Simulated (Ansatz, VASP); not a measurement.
**One calculation of Ti, two programs**

INCAR

```
SYSTEM = Ti
PREC     = Accurate       ! precision mode
ENCUT    = 520            ! plane-wave cutoff, eV
EDIFF    = 1E-6           ! SCF threshold, eV
ISMEAR   = -1             ! smearing method
SIGMA    = 0.05           ! smearing width, eV
LREAL    = .FALSE.        ! projectors in reciprocal space
LASPH    = .TRUE.         ! aspherical terms in the spheres
NELM     = 150            ! most SCF steps
ALGO     = Normal         ! electronic algorithm
ISIF     = 2              ! what is computed and relaxed
LWAVE    = .FALSE.        ! write WAVECAR
LCHARG   = .FALSE.        ! write CHGCAR
ISPIN    = 2              ! spin polarisation
MAGMOM   = 1              ! initial moments
LORBIT   = 11             ! projections on sites
LMAXMIX  = 4              ! l up to which the mixer works
GGA      = PE             ! functional
NBANDS   = 16             ! bands
```

File KPOINTS:

```
Automatic mesh
0
G
  22 22 22
  0 0 0
```

POSCAR

```
Ti
1.0
   -1.6280154274      1.6280154274      1.6280154274
    1.6280154274     -1.6280154274      1.6280154274
    1.6280154274      1.6280154274     -1.6280154274
Ti
1
Direct
    0.0000000000      0.0000000000      0.0000000000
```

Input for Ansatz:

```yaml
crystal:
  lattice:
    - [-1.6280154274, 1.6280154274, 1.6280154274]
    - [1.6280154274, -1.6280154274, 1.6280154274]
    - [1.6280154274, 1.6280154274, -1.6280154274]
  atoms:
    - { symbol: Ti, position: [0.0, 0.0, 0.0], spin: 1.0 }
hamiltonian:
  xc: pbe
  pseudopotentials:
    kind: paw
    azcp:
      Ti: "pseudopotentials/Ti.paw.azcp"
basis:
  ecutwfc: 420
  fft_grid_basis: typed
kpoints:
  mp_grid: { grid: [22, 22, 22], shift: [0, 0, 0] }
magnetization:
  spin_polarized: true
scf:
  occupations: { method: fermi_dirac, width: 0.05 }
```

Alike in both runs: task single point; functional PBE; k mesh 22 × 22 × 22; occupations fermi-dirac, width 0.05 eV; collinear spin.

|  | VASP | Ansatz |
| --- | --- | --- |
| version | VASP 6.6.1 | Ansatz 0.2.0 |
| potentials or method | VASP PAW PBE potentials, release 64 (Ti_sv), cutoff 520 eV | plane waves (420 eV) with PAW, scalar-relativistic |
| valence electrons in the cell | 12 | 12 |

```tsv
	VASP	Ansatz	Ansatz less VASP
net moment per atom (μB)	0.00	0.00	-0.001
```

Ansatz's warnings: seeded moment not kept.
